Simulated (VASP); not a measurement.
# Y (P6_3/mmc) in VASP: further runs

Y is run at these levels: PBEsol; tasks: single point, relaxation of cell and atoms.

Program: VASP 6.6.1. These are calculated values, not measurements. Logs are shortened: lines on timing, memory, paths and dates and some standing lists are left out, and cuts for length are marked.

## 1. The cell of the first run

The structure is hexagonal, space group P6_3/mmc (No. 194). The conventional cell has a = 3.592 Å, b = 3.592 Å, c = 5.615 Å, α = 90.00°, β = 90.00°, γ = 120.00°. Y (site symmetry -6m2) has 12 Y at 3.49 to 3.59 Å within 4.6 Å.

## 2. Single point, PBEsol

The input, INCAR:

```
SYSTEM = Y
ALGO = Normal ; EDIFF = 1E-6
ENCUT = 520 ; GGA = PS
ISIF = 2 ; ISMEAR = -1
LASPH = .True. ; LCHARG = .False.
LREAL = .False. ; LWAVE = .False.
NBANDS = 18 ; NELM = 80
PREC = Accurate ; SIGMA = 0.1
```

The input, KPOINTS:

```
k-points
0
Gamma
  13 13 7
  0 0 0
```

The input, POSCAR:

```
Y
1.0
    3.5921426004      0.0000000000      0.0000000000
   -1.7960713002      3.1108867460      0.0000000000
    0.0000000000      0.0000000000      5.6151984368
Y
2
Direct
    0.3333333333      0.6666666667      0.2500000000
    0.6666666667      0.3333333333      0.7500000000
```

Potentials or basis: VASP PAW PBE potentials, release 64 (Y_sv).

Command:

```sh
$ cat potpaw_PBE.64/Y_sv/POTCAR > POTCAR
$ mpirun -np 1 vasp_std > vasp.out
```

OUTCAR:

```text
SYSTEM = Y
   EDIFF = 1E-6
   ENCUT = 520
   GGA = PS
   ISIF = 2
   ISMEAR = -1
   LASPH = .True.
   LREAL = .False.
   NELM = 80
   PREC = Accurate

 ion  position               nearest neighbor table
   1  0.333  0.667  0.250-   2 3.49   2 3.49   2 3.49   2 3.49   2 3.49   2 3.49
   2  0.667  0.333  0.750-   1 3.49   1 3.49   1 3.49   1 3.49   1 3.49   1 3.49

  LATTYP: Found a hexagonal cell.
 ALAT       =     3.5921426004
 C/A-ratio  =     1.5631891774

  Lattice vectors:

 A1 = (   3.5921426004,   0.0000000000,   0.0000000000)
 A2 = (  -1.7960713002,   3.1108867460,   0.0000000000)
 A3 = (   0.0000000000,   0.0000000000,   5.6151984368)

Analysis of symmetry for initial positions (statically):
=====================================================================
 Subroutine PRICEL returns:
 Original cell was already a primitive cell.

 Routine SETGRP: Setting up the symmetry group for a
 hexagonal supercell.

 Subroutine GETGRP returns: Found 24 space group operations
 (whereof 12 operations were pure point group operations)
 out of a pool of 24 trial point group operations.

The static configuration has the point symmetry D_3d.
 The point group associated with its full space group is D_6h.

Analysis of symmetry for dynamics (positions and initial velocities):
=====================================================================
 Subroutine PRICEL returns:
 Original cell was already a primitive cell.

 Routine SETGRP: Setting up the symmetry group for a
 hexagonal supercell.

 Subroutine GETGRP returns: Found 24 space group operations
 (whereof 12 operations were pure point group operations)
 out of a pool of 24 trial point group operations.

The dynamic configuration has the point symmetry D_3d.
 The point group associated with its full space group is D_6h.

 Subroutine INISYM returns: Found 24 space group operations
 (whereof 12 operations are pure point group operations),
 and found     1 'primitive' translations

----------------------------------------------------------------------------------------

                                     Primitive cell

  volume of cell :      62.7484

  direct lattice vectors                    reciprocal lattice vectors
     3.592142600  0.000000000  0.000000000     0.278385385  0.160725877  0.000000000
    -1.796071300  3.110886746  0.000000000     0.000000000  0.321451754  0.000000000
     0.000000000  0.000000000  5.615198437     0.000000000  0.000000000  0.178088096

  length of vectors
     3.592142600  3.592142600  5.615198437     0.321451754  0.321451754  0.178088096

  position of ions in fractional coordinates (direct lattice)
     0.333333333  0.666666667  0.250000000
     0.666666667  0.333333333  0.750000000

  ion indices of the primitive-cell ions
   primitive index   ion index
                 1           1
                 2           2

----------------------------------------------------------------------------------------

 KPOINTS: k-points

Automatic generation of k-mesh.
 Grid dimensions read from file:
 generate k-points for:   13   13    7

 Generating k-lattice:

  Cartesian coordinates                     Fractional coordinates (reciprocal lattice)
     0.021414260  0.012363529  0.000000000     0.076923077  0.000000000  0.000000000
     0.000000000  0.024727058  0.000000000     0.000000000  0.076923077  0.000000000
     0.000000000  0.000000000  0.025441157     0.000000000  0.000000000  0.142857143

  Length of vectors
     0.024727058  0.024727058  0.025441157

  Shift w.r.t. Gamma in fractional coordinates (k-lattice)
     0.000000000  0.000000000  0.000000000

 Subroutine IBZKPT returns following result:
 ===========================================

 Found     84 irreducible k-points:

 Following reciprocal coordinates:
            Coordinates               Weight
  0.000000  0.000000  0.000000      1.000000
  0.076923 -0.000000  0.000000      6.000000
  0.153846  0.000000  0.000000      6.000000
  0.230769  0.000000  0.000000      6.000000
  0.307692  0.000000  0.000000      6.000000
  0.384615  0.000000  0.000000      6.000000
[... 16 lines left out ...]
  0.076923 -0.000000  0.142857     12.000000
  0.153846  0.000000  0.142857     12.000000
 [... further k-points ...]
   k-points           NKPTS =     84   k-points in BZ     NKDIM =     84   number of bands    NBANDS=     18
   number of dos      NEDOS =    301   number of ions     NIONS =      2
   total plane-waves  NPLWV =  32928
   dimension x,y,z NGX =    28 NGY =   28 NGZ =   42
   dimension x,y,z NGXF=    56 NGYF=   56 NGZF=   84
   ions per type =               2
   NGX,Y,Z   is equivalent  to a cutoff of  12.96, 12.96, 12.43 a.u.
   NGXF,Y,Z  is equivalent  to a cutoff of  25.92, 25.92, 24.87 a.u.
 SYSTEM =  Y
   PREC   = accura    normal or accurate (medium, high low for compatibility)
   ISTART =      0    job   : 0-new  1-cont  2-samecut
   ICHARG =      2    charge: 1-file 2-atom 10-const
   ISPIN  =      1    spin polarized calculation?
   LNONCOLLINEAR =      F non collinear calculations
   LSORBIT =      F    spin-orbit coupling
   LASPH  =      T    aspherical Exc in radial PAW
   ENCUT  =  520.0 eV  38.22 Ry    6.18 a.u.   6.68  6.68 10.44*2*pi/ulx,y,z
   NELM   =     80;   NELMIN=  2; NELMDL= -5     # of ELM steps
   EDIFF  = 0.1E-05   stopping-criterion for ELM
   LREAL  =      F    real-space projection
   EDIFFG = 0.1E-04   stopping-criterion for IOM
   NSW    =      0    number of steps for IOM
   IBRION =     -1    ionic relax: 0-MD 1-quasi-New 2-CG
   NFREE  =      0    steps in history (QN), initial steepest desc. (CG)
   ISIF   =      2    stress and relaxation
   ISYM   =      2    0-nonsym 1-usesym 2-fastsym
   POTIM  = 0.5000    time-step for ionic-motion
   TEBEG  =    0.0;   TEEND  =   0.0 temperature during run
   PSTRESS=    0.0 pullay stress
   NELECT =      22.0000    total number of electrons
   NUPDOWN=      -1.0000    fix difference up-down
   EMIN   =  10.00;   EMAX   =-10.00  energy-range for DOS
   EFERMI =   0.00;   METHOD = LEGACY
   ISMEAR =    -1;   SIGMA  =   0.10  broadening in eV -4-tet -1-fermi 0-gaus
   EFERMI_NEDOS =   21; number of points for ismear=-14 and -15
   IALGO  =     38    algorithm
   IMIX   =      4    mixing-type and parameters
     AMIX     =   0.40;   BMIX     =  1.00
     AMIX_MAG =   1.60;   BMIX_MAG =  1.00
  volume/ion in A,a.u.               =      31.37       211.72
  Fermi-wavevector in a.u.,A,eV,Ry     =   1.154378  2.181458 18.130973  1.332589
  Thomas-Fermi vector in A             =   2.291015
   LORBIT       =      0    0 simple, 1 ext, 2 COOP (PROOUT), +10 PAW based schemes
   GGA     = PS    functional components
   LHFCALC =     F    Hartree Fock is set to
   AEXX    =    0.0000 exact exchange contribution
   IVDW    =     0    specifies the selected vdW correction
   LEPSILON=     F    determine dielectric tensor
   LRPA    =     F    only Hartree local field effects (RPA)
 non-spin polarized calculation
  energy-cutoff  :      520.00
  volume of cell :       62.75
 maximum number of plane-waves:      1725
 NGX is ok and might be reduce to    28
   NGX = 13   NGY = 13   NGZ = 21

 number of electron      22.0000001 magnetization

 Free energy of the ion-electron system (eV)
  ---------------------------------------------------
  ext. energy  EPLUGINS =         0.00000000
  ---------------------------------------------------
  free energy    TOTEN  =       -13.69942976 eV

  energy without entropy =      -13.58008081  energy(sigma->0) =      -13.63975528

 E-fermi :   3.1057     XC(G=0):  -9.7137

 val. band max:        3.1038214926   @ k =   0.3077   0.1538   0.4286
 cond. band min:       3.1064908872   @ k =   0.1538   0.0769   0.2857
 fundamental gap:      0.0026693947
 Fermi energy:         3.1056891138

 k-point     1 :       0.0000    0.0000    0.0000
  band No.  band energies     occupation
      1     -39.3750      2.00000
      2     -39.2834      2.00000
      3     -19.7396      2.00000
      4     -19.1762      2.00000
      5     -19.1762      2.00000
      6     -19.0703      2.00000
[... 10 lines left out ...]
     17       5.9632      0.00000
     18       5.9632      0.00000

 k-point     2 :       0.0769   -0.0000    0.0000
  band No.  band energies     occupation
      1     -39.3714      2.00000
      2     -39.2821      2.00000
      3     -19.7272      2.00000
      4     -19.2013      2.00000
      5     -19.1848      2.00000
      6     -19.0967      2.00000
[... 10 lines left out ...]
     17       5.7861      0.00000
     18       5.8350      0.00000

 k-point     3 :       0.1538    0.0000    0.0000
  band No.  band energies     occupation
      1     -39.3612      2.00000
      2     -39.2788      2.00000
      3     -19.6915      2.00000
      4     -19.2708      2.00000
      5     -19.2080      2.00000
      6     -19.1684      2.00000
[... 10 lines left out ...]
     17       5.8523      0.00000
     18       5.9892      0.00000

 k-point     4 :       0.2308    0.0000    0.0000
  band No.  band energies     occupation
      1     -39.3463      2.00000
      2     -39.2748      2.00000
      3     -19.6367      2.00000
      4     -19.3693      2.00000
      5     -19.2657      2.00000
      6     -19.2392      2.00000
[... 375 lines left out ...]
      4     -19.1710      2.00000
      5     -19.1710      2.00000
      6     -19.0755      2.00000
[... 10 lines left out ...]
     17       6.1992      0.00000
     18       6.1992      0.00000

 k-point    23 :       0.0769   -0.0000    0.1429
  band No.  band energies     occupation
      1     -39.3670      2.00000
      2     -39.2866      2.00000
      3     -19.6961      2.00000
      4     -19.1952      2.00000
      5     -19.1794      2.00000
      6     -19.1154      2.00000
[... 10 lines left out ...]
     17       6.1133      0.00000
     18       6.1376      0.00000

 k-point    24 :       0.1538    0.0000    0.1429
  band No.  band energies     occupation
      1     -39.3572      2.00000
      2     -39.2829      2.00000
      3     -19.6661      2.00000
      4     -19.2619      2.00000
      5     -19.2018      2.00000
      6     -19.1918      2.00000
[... 10 lines left out ...]
     17       6.0723      0.00000
     18       6.1710      0.00000

 [... further k-points ...]
[... 5 lines left out ...]
  --------------------------------------------------------------------------------------
  -------------------------------------------------------------------------------------
  Total       -0.0355367     -0.0355367     -0.0575363      0.0000000      0.0000000      0.0000000
  in kB       -0.9073706     -0.9073706     -1.4690943      0.0000000      0.0000000      0.0000000
  external PRESSURE =      -1.0946118 kB  Pullay stress =       0.0000000 kB

 VOLUME and BASIS-vectors are now :
 -----------------------------------------------------------------------------
  energy-cutoff  :      520.00
  volume of cell :       62.75
      direct lattice vectors                 reciprocal lattice vectors
     3.592142600  0.000000000  0.000000000     0.278385385  0.160725877  0.000000000
    -1.796071300  3.110886746  0.000000000     0.000000000  0.321451754  0.000000000
     0.000000000  0.000000000  5.615198437     0.000000000  0.000000000  0.178088096

 POSITION                                       TOTAL-FORCE (eV/Angst)
 -----------------------------------------------------------------------------------
     -0.00000      2.07392      1.40380         0.000000     -0.000000      0.000000
      1.79607      1.03696      4.21140        -0.000000      0.000000      0.000000
 -----------------------------------------------------------------------------------
    total drift:                               -0.000000      0.000000     -0.000000

  FREE ENERGIE OF THE ION-ELECTRON SYSTEM (eV)
  ---------------------------------------------------
  free  energy   TOTEN  =       -13.6994297552 eV

  energy  without entropy=      -13.5800808112  energy(sigma->0) =      -13.63975528
```

It took 2.8 min on 1 thread of AMD EPYC 7R13, shared host; peak memory 0.21 GiB.

Results:

```yaml
Free_energy: -13.6994 eV
Pressure: -0.1 GPa
Band_gap_on_the_k_mesh: zero (bands 11 and 12 overlap by 1.53 eV)
```

Levels at points of the mesh, in eV from the Fermi level:
| k point | band 9 | band 10 | band 11 | band 12 | band 13 | band 14 |
| --- | --- | --- | --- | --- | --- | --- |
| (0.00, 0.00, 0.00) | -4.77 | -1.93 | 1.07 | 1.78 | 1.78 | 2.13 |

Caveat: the PAW data sets were made with another functional, which shifts forces and pressure a little.

[end of part 1 of 2]
